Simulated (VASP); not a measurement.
Write the native input for VASP 6.6.1 that does the following.

```
Task                   : single point
Functional             : PBEsol
Potentials or basis    : VASP PAW PBE potentials, release 64 (Cu, Cd, Se)
Cutoff                 : 520 eV
k mesh                 : 3 × 3 × 3
Occupations            : gaussian, width 0.05 eV
Spin                   : no spin polarisation
Hubbard terms          : Cu d U = 5.0 eV
Dipole correction      : no
Further INCAR settings : LREAL = Auto; ALGO = Normal; EDIFF = 1e-06; NBANDS = 86
```

The structure of Cd7CuSe8 lies in POSCAR:

```
Cd7CuSe8
1.0
    8.5970000000      0.0000000000      0.0000000000
   -4.2985000000      7.4452204000      0.0000000000
    0.0000000000      0.0000000000      7.0152000000
Cu Cd Se
1 7 8
Direct
    0.3333333333      0.1666666667      0.0003647409
    0.3273488331      0.6636744166      0.9951080767
    0.8363255834      0.1726511669      0.9951080767
    0.8363255834      0.6636744166      0.9951080767
    0.1716461278      0.3283538722      0.5055250648
    0.1716461278      0.8432922555      0.5055250648
    0.6567077445      0.3283538722      0.5055250648
    0.6666666667      0.8333333333      0.4961662274
    0.3333333333      0.1666666667      0.3483083724
    0.3297466145      0.6648733072      0.3761147103
    0.8351266928      0.1702533855      0.3761147103
    0.8351266928      0.6648733072      0.3761147103
    0.1776117382      0.3223882618      0.8832982876
    0.1776117382      0.8552234764      0.8832982876
    0.6447765236      0.3223882618      0.8832982876
    0.6666666667      0.8333333333      0.8750222411
```

These files were run (other wordings do the same):

INCAR

```
SYSTEM = Cd7CuSe8
PREC = Accurate
ENCUT = 520
EDIFF = 1E-6
ISMEAR = 0
SIGMA = 0.05
LREAL = Auto
LASPH = .TRUE.
NELM = 150
ALGO = Normal
ISIF = 2
LWAVE = .FALSE.
LCHARG = .TRUE.
LMAXMIX = 4
LDAU = .TRUE.
LDAUTYPE = 2
LDAUL = 2 -1 -1
LDAUU = 5 0 0
LDAUJ = 0 0 0
LDAUPRINT = 1
GGA = PS
LELF = .TRUE.
LVHAR = .TRUE.
NBANDS = 86
```

KPOINTS

```
regular mesh
0
G
  3 3 3
  0 0 0
```

Potentials or basis: VASP PAW PBE potentials, release 64 (Cu, Cd, Se).

The run is started by

```bash
$ cat potpaw_PBE.64/Cu/POTCAR potpaw_PBE.64/Cd/POTCAR potpaw_PBE.64/Se/POTCAR > POTCAR
$ mpirun -np 1 vasp_std > vasp.out
```

Results of the run:

* Pressure: -1.8 GPa
* Largest force: 0.115 eV/Å
* Band gap on the k mesh: zero (an odd number of electrons rules out a gap without spin polarisation)

Caveat: the PAW data sets were made with another functional, which shifts forces and pressure a little; U without spin polarisation on a metal has little footing.

It took 4.9 min on 1 thread of Intel(R) Xeon(R) 6975P-C (Granite Rapids) (shared host), peak memory 0.58 GiB.
